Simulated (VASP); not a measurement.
Write the native input for VASP 6.6.1 that does the following.

- Task: relaxation of cell and atoms
- Functional: PBE
- Potentials or basis: VASP PAW PBE potentials, release 64 (Sb, Bi_d, O)
- Cutoff: 600 eV
- k mesh: 3 × 3 × 4
- Occupations: gaussian, width 0.1 eV
- Spin: no spin polarisation
- Dipole correction: no
- Further INCAR settings: ALGO = Normal; EDIFF = 1e-06; IBRION = 2; EDIFFG = -0.04; NSW = 90; ISIF = 3

The structure of BiSb3O2 lies in POSCAR:

```
BiSb3O2
1.0
    6.0483062600      0.0000000000      0.0000000000
   -3.0241531300      5.2379868700      0.0000000000
    0.0000000000      0.0000000000      4.4671677700
Sb Bi O
3 1 2
Direct
    0.0000000000      0.5000000000      0.9950230700
    0.5000000000      0.0000000000      0.9950230700
    0.5000000000      0.5000000000      0.9950230700
    0.0000000000      0.0000000000      0.1926302600
    0.6666666700      0.3333333300      0.4961477200
    0.3333333300      0.6666666700      0.4961477200
```

The cell was built from a structure type or drawn by symmetry, and may not be a known phase.

One way to write it, as run:

INCAR

```
ALGO     = Normal         # electronic algorithm
EDIFF    = 1E-6           # SCF threshold, eV
EDIFFG   = -0.04          # ionic threshold
ENCUT    = 600            # plane-wave cutoff, eV
GGA      = PE             # functional
IBRION   = 2              # ionic algorithm
ISIF     = 3              # what is computed and relaxed
ISMEAR   = 0              # smearing method
LASPH    = T              # aspherical terms in the spheres
LCHARG   = F              # write CHGCAR
LREAL    = F              # projectors in reciprocal space
LWAVE    = F              # write WAVECAR
NELM     = 60             # most SCF steps
NSW      = 90             # ionic steps
PREC     = Accurate       # precision mode
SIGMA    = 0.1            # smearing width, eV
```

KPOINTS

```
k-points
0
Gamma
  3 3 4
```

Potentials or basis: VASP PAW PBE potentials, release 64 (Sb, Bi_d, O).

Run with:

```sh
$ cat potpaw_PBE.64/Sb/POTCAR potpaw_PBE.64/Bi_d/POTCAR potpaw_PBE.64/O/POTCAR > POTCAR
$ mpirun -np 1 vasp_std > vasp.out
```

It gave:

```
Relaxed volume                        : 24.38 Å³/atom
Relaxed cell                          : a = 7.147 Å, b = 7.147 Å, c = 3.307 Å, α = 90.00°, β = 90.00°, γ = 120.00°
Space group after relaxing (to 0.1 Å) : P6mm (No. 183)
Energy gained by relaxing             : 546.2 meV/atom
Ionic steps                           : 43
Pressure after relaxing               : 0.1 GPa
Largest force after relaxing          : 0.039 eV/Å
Band gap on the k mesh                : zero (bands 21 and 22 overlap by 1.63 eV)
```

Caveat: the k points lie up to 0.48 Å⁻¹ apart in the final cell, too coarse for converged energies and pressures of a metal; a cell axis changed by over 15 % at a fixed basis, so the end point is rough; spin-orbit coupling is left out, which moves the levels of the heavy elements.

Run time: 11 min on 1 thread of AMD EPYC 9R45 96-Core Processor (Zen 5) (shared host), peak memory 0.28 GiB.
